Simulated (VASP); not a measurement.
Set up this calculation in VASP 6.6.1, as the native input.

| Property | Result |
| --- | --- |
| Task | single point |
| Functional | PBE |
| Potentials or basis | VASP PAW PBE potentials, release 64 (Li_sv, F) |
| Cutoff | 520 eV |
| k mesh | 10 × 10 × 10 |
| Occupations | fermi-dirac, width 0.02 eV |
| Spin | no spin polarisation |
| Dipole correction | no |
| Further INCAR settings | ALGO = Normal; EDIFF = 1e-06; NBANDS = 12 |

The structure of LiF lies in POSCAR:

```
LiF
1.0
    0.0000000000      2.1100823200      2.1446105498
    2.1100823200      0.0000000000      2.1446105498
    2.1100823200      2.1100823200      0.0000000000
Li F
1 1
Direct
    0.0000000000      0.0000000000      0.0000000000
    0.2500000000      0.2500000000      0.2500000000
```

This cell differs from its parent crystal: biaxial xy strain -1.6%.

One way to write it, as run:

INCAR

```
SYSTEM = LiF
PREC     = Accurate       ! precision mode
ENCUT    = 520            ! plane-wave cutoff, eV
EDIFF    = 1E-6           ! SCF threshold, eV
ISMEAR   = -1             ! smearing method
SIGMA    = 0.02           ! smearing width, eV
LREAL    = .FALSE.        ! projectors in reciprocal space
LASPH    = .TRUE.         ! aspherical terms in the spheres
NELM     = 80             ! most SCF steps
ALGO     = Normal         ! electronic algorithm
ISIF     = 2              ! what is computed and relaxed
LWAVE    = .FALSE.        ! write WAVECAR
LCHARG   = .FALSE.        ! write CHGCAR
GGA      = PE             ! functional
NBANDS   = 12             ! bands
```

KPOINTS

```
Automatic mesh
0
G
  10 10 10
  0 0 0
```

Potentials or basis: VASP PAW PBE potentials, release 64 (Li_sv, F).

Command:

```sh
$ cat potpaw_PBE.64/Li_sv/POTCAR potpaw_PBE.64/F/POTCAR > POTCAR
$ mpirun -np 1 vasp_std > vasp.out
```

It gave:

- Band gap on the k mesh: 8.09 eV, direct

Caveat: the cell differs from its parent crystal (biaxial xy strain -1.6%).

Run time: 27 s on 1 thread of Intel Xeon 6975P-C, on a shared host, peak memory 0.14 GiB.
